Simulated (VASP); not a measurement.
# ZnS (F-43m) in VASP: settings compared, part 2 of 2

VASP 6.6.1. The steps go on from the part before.

## (4) Vibrations by perturbation theory, LDA

INCAR reads:

```
ALGO     = Normal         # electronic algorithm
EDIFF    = 1E-8           # SCF threshold, eV
ENCUT    = 520            # plane-wave cutoff, eV
IBRION   = 8              # ionic algorithm
ISIF     = 2              # what is computed and relaxed
ISMEAR   = 0              # smearing method
LASPH    = True           # aspherical terms in the spheres
LCHARG   = True           # write CHGCAR
LEPSILON = True           # dielectric tensor by DFPT
LREAL    = False          # projectors in reciprocal space
LWAVE    = False          # write WAVECAR
NELM     = 60             # most SCF steps
NSW      = 1              # ionic steps
PREC     = Accurate       # precision mode
SIGMA    = 0.01           # smearing width, eV
```

KPOINTS reads:

```
k-points
0
Gamma
  7 7 7
```

POSCAR reads:

```
ZnS
1.0
    0.0000000000      2.7020000000      2.7020000000
    2.7020000000      0.0000000000      2.7020000000
    2.7020000000      2.7020000000      0.0000000000
Zn S
1 1
Direct
    0.7500000000      0.7500000000      0.7500000000
    0.0000000000      0.0000000000      0.0000000000
```

Potentials or basis: VASP PAW LDA potentials, release 64 (Zn, S).

Run with:

```console
cat potpaw_LDA.64/Zn/POTCAR potpaw_LDA.64/S/POTCAR > POTCAR
mpirun -np 1 vasp_std > vasp.out
```

OUTCAR:

```text
EDIFF = 1E-8
   ENCUT = 520
   IBRION = 8
   ISIF = 2
   ISMEAR = 0
   LASPH = True
   LEPSILON = True
   LREAL = False
   NELM = 60
   NSW = 1
   PREC = Accurate

 ion  position               nearest neighbor table
   1  0.750  0.750  0.750-   2 2.34   2 2.34   2 2.34   2 2.34
   2  0.000  0.000  0.000-   1 2.34   1 2.34   1 2.34   1 2.34

  LATTYP: Found a face centered cubic cell.
 ALAT       =     5.4040000000

  Lattice vectors:

 A1 = (   0.0000000000,   2.7020000000,   2.7020000000)
 A2 = (   2.7020000000,   0.0000000000,   2.7020000000)
 A3 = (   2.7020000000,   2.7020000000,   0.0000000000)

Analysis of symmetry for initial positions (statically):
=====================================================================
 Subroutine PRICEL returns:
 Original cell was already a primitive cell.

 Routine SETGRP: Setting up the symmetry group for a
 face centered cubic supercell.

 Subroutine GETGRP returns: Found 24 space group operations
 (whereof 24 operations were pure point group operations)
 out of a pool of 48 trial point group operations.

The static configuration has the point symmetry T_d .

Analysis of symmetry for dynamics (positions and initial velocities):
=====================================================================
 Subroutine PRICEL returns:
 Original cell was already a primitive cell.

 Routine SETGRP: Setting up the symmetry group for a
 face centered cubic supercell.

 Subroutine GETGRP returns: Found 24 space group operations
 (whereof 24 operations were pure point group operations)
 out of a pool of 48 trial point group operations.

The dynamic configuration has the point symmetry T_d .

 Subroutine INISYM returns: Found 24 space group operations
 (whereof 24 operations are pure point group operations),
 and found     1 'primitive' translations

----------------------------------------------------------------------------------------

                                     Primitive cell

  volume of cell :      39.4535

  direct lattice vectors                    reciprocal lattice vectors
     0.000000000  2.702000000  2.702000000    -0.185048113  0.185048113  0.185048113
     2.702000000  0.000000000  2.702000000     0.185048113 -0.185048113  0.185048113
     2.702000000  2.702000000  0.000000000     0.185048113  0.185048113 -0.185048113

  length of vectors
     3.821205046  3.821205046  3.821205046     0.320512733  0.320512733  0.320512733

  position of ions in fractional coordinates (direct lattice)
     0.750000000  0.750000000  0.750000000
     0.000000000  0.000000000  0.000000000

  ion indices of the primitive-cell ions
   primitive index   ion index
                 1           1
                 2           2

[... 501 lines left out ...]
--------------------------------------- Ionic step        4  -------------------------------------------

------------------------ aborting loop because EDIFF is reached ----------------------------------------

[... ionic steps 5 to 6 ...]

--------------------------------------- Ionic step        7  -------------------------------------------

 Free energy of the ion-electron system (eV)
  ---------------------------------------------------
  ---------------------------------------------------
  free energy    TOTEN  =        -0.10391127 eV

  energy without entropy =       -0.10391127

------------------------ aborting loop because EDIFF is reached ----------------------------------------

 INTERNAL STRAIN TENSOR  FOR ION    2  DIRECTION 1   (eV/Angst):
 -----------------------------------------------------------------------------
    -0.00269  0.00000  0.00000
     0.00000  0.00836 -4.39272
     0.00000 -4.39272  0.00836

 MACROSCOPIC STATIC DIELECTRIC TENSOR (including local field effects in DFT)
 ------------------------------------------------------
           6.444586     0.000000     0.000000
           0.000000     6.444586     0.000000
           0.000000     0.000000     6.444586
 ------------------------------------------------------

 PIEZOELECTRIC TENSOR (including local field effects)  for field in x, y, z        (e  Angst)
          XX          YY          ZZ          XY          YZ          ZX
  --------------------------------------------------------------------------------
  x     0.00000    -0.00000    -0.00000     0.00000    -1.70611     0.00000
  y     0.00000    -0.00000     0.00000     0.00000    -0.00000    -1.70611
  z     0.00000    -0.00000     0.00000    -1.70611     0.00000     0.00000

 PIEZOELECTRIC TENSOR (including local field effects)  for field in x, y, z        (C/m^2)
          XX          YY          ZZ          XY          YZ          ZX
  --------------------------------------------------------------------------------
  x     0.00000    -0.00000    -0.00000     0.00000    -0.69284     0.00000
  y     0.00000    -0.00000     0.00000     0.00000    -0.00000    -0.69284
  z     0.00000    -0.00000     0.00000    -0.69284     0.00000     0.00000

 BORN EFFECTIVE CHARGES (including local field effects) (in |e|, cummulative output)
 ---------------------------------------------------------------------------------
 ion    1
    1     2.02097     0.00000     0.00000
    2     0.00000     2.02097     0.00000
    3     0.00000     0.00000     2.02097
 ion    2
    1    -2.02097     0.00000     0.00000
    2     0.00000    -2.02097     0.00000
    3     0.00000     0.00000    -2.02097

 INTERNAL STRAIN TENSOR FOR ION    2 for displacements in x,y,z  (eV/Angst):
          X           Y           Z          XY          YZ          ZX
  --------------------------------------------------------------------------------
  x    -0.00000     0.00000     0.00000     0.00000    -4.39272     0.00000
  y     0.00000     0.00000     0.00000     0.00000     0.00000    -4.39272
  z     0.00000     0.00000    -0.00000    -4.39272     0.00000     0.00000

 SECOND DERIVATIVES (NOT SYMMETRIZED)
 ------------------------------------
               1X          1Y          1Z          2X          2Y          2Z
  1X    -5.452559    0.000000    0.000000    5.452559    0.000000    0.000000
  1Y     0.000000   -5.452559    0.000000    0.000000    5.452559    0.000000
  1Z     0.000000    0.000000   -5.452559    0.000000    0.000000    5.452559
  2X     5.447397    0.000000    0.000000   -5.447397    0.000000    0.000000
  2Y     0.000000    5.447397    0.000000    0.000000   -5.447397    0.000000
  2Z     0.000000    0.000000    5.447397    0.000000    0.000000   -5.447397

 Eigenvectors and eigenvalues of the dynamical matrix
 ----------------------------------------------------

   1 f  =    7.867544 THz    49.433236 2PiTHz  262.433015 cm-1    32.537532 meV
             X         Y         Z           dx          dy          dz
      4.053000  4.053000  4.053000     0.573794    0.000000    0.000000
      0.000000  0.000000  0.000000    -0.819000   -0.000000    0.000000
[... 21 lines left out ...]
   6 f/i=    0.001751 THz     0.011001 2PiTHz    0.058404 cm-1     0.007241 meV
             X         Y         Z           dx          dy          dz
      4.053000  4.053000  4.053000     0.108709   -0.668648    0.460275
      0.000000  0.000000  0.000000     0.076162   -0.468457    0.322470

--------------------------------------------------------------------------------------------------------

 MACROSCOPIC STATIC DIELECTRIC TENSOR IONIC CONTRIBUTION
 ------------------------------------------------------
           3.437216     0.000000     0.000000
           0.000000     3.437216     0.000000
           0.000000     0.000000     3.437216
 ------------------------------------------------------

 ELASTIC MODULI CONTR FROM IONIC RELAXATION (kBar)
 Direction    XX          YY          ZZ          XY          YZ          ZX
 --------------------------------------------------------------------------------
 XX          -0.0000     -0.0000     -0.0000      0.0000     -0.0000     -0.0000
 YY          -0.0000     -0.0000     -0.0000      0.0000      0.0000      0.0000
 ZZ          -0.0000     -0.0000     -0.0000     -0.0000      0.0000     -0.0000
 XY           0.0000      0.0000     -0.0000   -143.4759      0.0000      0.0000
 YZ          -0.0000      0.0000      0.0000      0.0000   -143.4759      0.0000
 ZX          -0.0000      0.0000     -0.0000      0.0000      0.0000   -143.4759
 --------------------------------------------------------------------------------

 PIEZOELECTRIC TENSOR IONIC CONTR  for field in x, y, z        (C/m^2)
          XX          YY          ZZ          XY          YZ          ZX
  --------------------------------------------------------------------------------
  x     0.00000    -0.00000    -0.00000     0.00000     0.66079     0.00000
  y     0.00000    -0.00000     0.00000     0.00000     0.00000     0.66079
  z    -0.00000    -0.00000     0.00000     0.66079     0.00000     0.00000
```

It took 7.2 min on 1 thread of Intel Xeon 8259CL, shared host; peak memory 0.22 GiB.

Results:

* Electronic dielectric tensor (diagonal): 6.44
* Born charges (mean of the diagonal): Zn +2.02; S -2.02 e
* Highest phonon frequency at Γ, LO-TO splitting left out: 262 cm⁻¹

Phonon frequencies in cm⁻¹ (negative: imaginary):
```tsv
q point	frequencies
(0.000, 0.000, 0.000)	0 0 0 262 262 262
```

Electronic dielectric tensor:
```
6.44 0.00 0.00
0.00 6.44 0.00
0.00 0.00 6.44
```

Born effective charge tensors (e):
atom 1, Zn
```
2.02 0.00 0.00
0.00 2.02 0.00
0.00 0.00 2.02
```
atom 2, S
```
-2.02  0.00  0.00
 0.00 -2.02  0.00
 0.00  0.00 -2.02
```

Caveat: the cell wasn't relaxed at this level first, which shifts response properties.
